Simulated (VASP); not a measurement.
A run of VASP 6.6.1 is set up as follows.

The input POSCAR:

```
AlGa3N4
1.0
    4.3741893890      0.0000000000      0.0000000000
    0.0000000000      4.3741893890      0.0000000000
    0.0000000000      0.0000000000      4.3741893890
Al Ga N
1 3 4
Direct
    0.0000000000      0.0000000000      0.0000000000
    0.5000000000      0.5000000000      0.0000000000
    0.5000000000      0.0000000000      0.5000000000
    0.0000000000      0.5000000000      0.5000000000
    0.7553510551      0.7553510551      0.2446489449
    0.7553510551      0.2446489449      0.7553510551
    0.2446489449      0.7553510551      0.7553510551
    0.2446489449      0.2446489449      0.2446489449
```

The input INCAR.step1:

```
ALGO = Normal
EDIFF = 1E-4
ENCUT = 520
GGA = PE
ISMEAR = 0
LASPH = T
LCHARG = F
LREAL = F
LWAVE = T
NBANDS = 41
NELM = 100
PREC = Accurate
SIGMA = 0.02
```

The input INCAR.step2:

```
ALGO = Normal
EDIFF = 1E-6
ENCUT = 520
ISIF = 2
ISMEAR = 0
ISTART = 1
LASPH = T
LCHARG = T
LELF = T
LMIXTAU = T
LREAL = F
LVHAR = T
LWAVE = F
METAGGA = R2SCAN
NBANDS = 41
NELM = 100
PREC = Accurate
SIGMA = 0.02
```

File KPOINTS:

```
k-points
0
Gamma
  6 6 6
```

Potentials or basis: VASP PAW PBE potentials, release 64 (Al, Ga_d, N).

Command:

```console
$ cat potpaw_PBE.64/Al/POTCAR potpaw_PBE.64/Ga_d/POTCAR potpaw_PBE.64/N/POTCAR > POTCAR
$ cp INCAR.step1 INCAR
$ mpirun -np 1 vasp_std > vasp.out
$ cp INCAR.step2 INCAR
$ mpirun -np 1 vasp_std > vasp.out
```

(1) Estimate the band gap on the k mesh.

(2) What does it give for the pressure?

Results:

(1) 3.27 eV, direct.

(2) 15.1 GPa.

Caveat: the PAW data sets were made with another functional, which shifts forces and pressure a little.
